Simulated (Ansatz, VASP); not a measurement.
C: VASP beside Ansatz

INCAR

```
PREC = Accurate ; ENCUT = 1300
EDIFF = 1E-7 ; ISMEAR = 0
SIGMA = 0.1 ; LREAL = False
LASPH = True ; NELM = 120
ALGO = Normal ; ISIF = 3
LWAVE = False ; LCHARG = False
GGA = PE ; IBRION = 2
NSW = 80 ; EDIFFG = -0.01
GGA_COMPAT = False ; NELMIN = 4
```

The input KPOINTS:

```
regular mesh
0
Gamma
  1 1 1
```

The input POSCAR:

```
C
1.0
    1.2280479700     -2.1270618200      0.0000000000
    1.2280479700      2.1270618200      0.0000000000
    0.0000000000      0.0000000000      7.1732677600
C
4
Direct
    0.0833794600      0.9166205400      0.7531376000
    0.5833794600      0.4166205400      0.2468624000
    0.9166205400      0.0833794600      0.2468624000
    0.4166205400      0.5833794600      0.7531376000
```

Input for Ansatz:

```yaml
crystal:
  lattice:
    - [1.22804797, -2.12706182, 0.0]
    - [1.22804797, 2.12706182, 0.0]
    - [0.0, 0.0, 7.17326776]
  atoms:
    - { symbol: C, position: [0.08337946, 0.91662054, 0.7531376] }
    - { symbol: C, position: [0.58337946, 0.41662054, 0.2468624] }
    - { symbol: C, position: [0.91662054, 0.08337946, 0.2468624] }
    - { symbol: C, position: [0.41662054, 0.58337946, 0.7531376] }
basis:
  ecutwfc: 420
kpoints:
  mp_grid: { grid: [1, 1, 1] }
hamiltonian:
  xc: pbe
scf:
  occupations: { method: gaussian, width: 0.1 }
output:
  forces: true
  stress: true
  eigenvalues: true
relax:
  adjacent_minimum: "off"
  f_tol: 0.01
  max_steps: 60
  cell: { stress_tol: 0.05 }
```

Alike in both runs: task relaxation of cell and atoms; functional PBE; k mesh 1 × 1 × 1; occupations gaussian, width 0.1 eV; no spin polarisation.

|  | VASP | Ansatz |
| --- | --- | --- |
| version | VASP 6.6.1 | Ansatz 0.2.0 |
| potentials or method | VASP PAW PBE potentials, release 64 (C_h), cutoff 1300 eV | scalar-relativistic, plane waves, PAW |
| valence electrons in the cell | 16 | 16 |

VASP gave:

* gap on the k mesh at the Fermi level, each at its own relaxed structure (eV): 5.53
* relaxed volume (Å³/atom): 12.95
* relaxed length of the cell vector where the two differ most in proportion (Å): 9.358

**Question.** Estimate Ansatz's values.

**Answer.** gap on the k mesh at the Fermi level, each at its own relaxed structure (eV): 5.46; relaxed volume (Å³/atom): 14.30; relaxed length of the cell vector where the two differ most in proportion (Å): 10.325.

One of these differences is far larger than is usual between the two programs; its cause wasn't traced.

The k mesh is coarse, so the values compare programs but aren't converged. Noted on VASP's run: the volume moved by over 15 % at a fixed basis, so the end points are rough.
